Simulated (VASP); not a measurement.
Runs of VASP 6.6.1 on Y. The structure is that of space group Pm-3m (No. 221), or close to it. The cells are those of the table. 

| cell | k mesh | gap on the mesh (eV) | pressure (GPa) |
| --- | --- | --- | --- |
| a = 3.184 Å, 1 atom | 11 × 11 × 11 | none | 3.7 |
| a = 3.278 Å, 1 atom | 11 × 11 × 11 | none | 0.9 |
| a = 3.409 Å, 1 atom | 11 × 11 × 11 | none | -1.7 |
| a = 3.322 Å, 1 atom | 16 × 16 × 16 | none | (a) |

Alike in all rows: task single point; level BLYP; potentials or basis VASP PAW PBE potentials, release 64 (Y_sv); no spin polarisation; cutoff (eV) 520; smearing fermi-dirac 0.1 eV.

Problem. Fill in the values left out.

Solution. (a) -0.1.

Caveats: the PAW data sets were made with another functional, which shifts forces and pressure a little.

A k mesh can miss the band edges, and the runs leave out spin-orbit coupling on Y.

A gap of «none» marks levels without a gap at the run's occupations.
